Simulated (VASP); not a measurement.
The system is Co.

```xyz
2
Lattice="2.2653 0.0000 0.0000 -1.1327 1.9618 0.0000 0.0000 0.0000 3.6637" Properties=species:S:1:pos:R:3 pbc="T T T"
Co    1.1327    0.6539    0.9159
Co    0.0000    1.3079    2.7478
```

Base run:

```yaml
Program: VASP 6.6.1
Functional: PBE
Potentials_or_basis: VASP PAW PBE potentials, release 64 (Co)
Cutoff: 520 eV
k_mesh: 24 × 24 × 12
Occupations: gaussian, width 0.15 eV
Spin: collinear spin, ferromagnetic start
Starting_moments: "[0.825, 0.825] μB"
Fixed_moment: 1.65 μB
```

Its results: pressure 108.6 GPa; site moments Co +0.80 μB.

The run is repeated on the same cell with these changes: fixed moment from 1.65 μB to 1.1 μB; moments at the start from [0.82, 0.82] to [0.55, 0.55]. What comes out?

Pressure 105.6 GPa; site moments Co +0.54 μB.

Caveats: the total moment is fixed, so each spin has its own Fermi level.
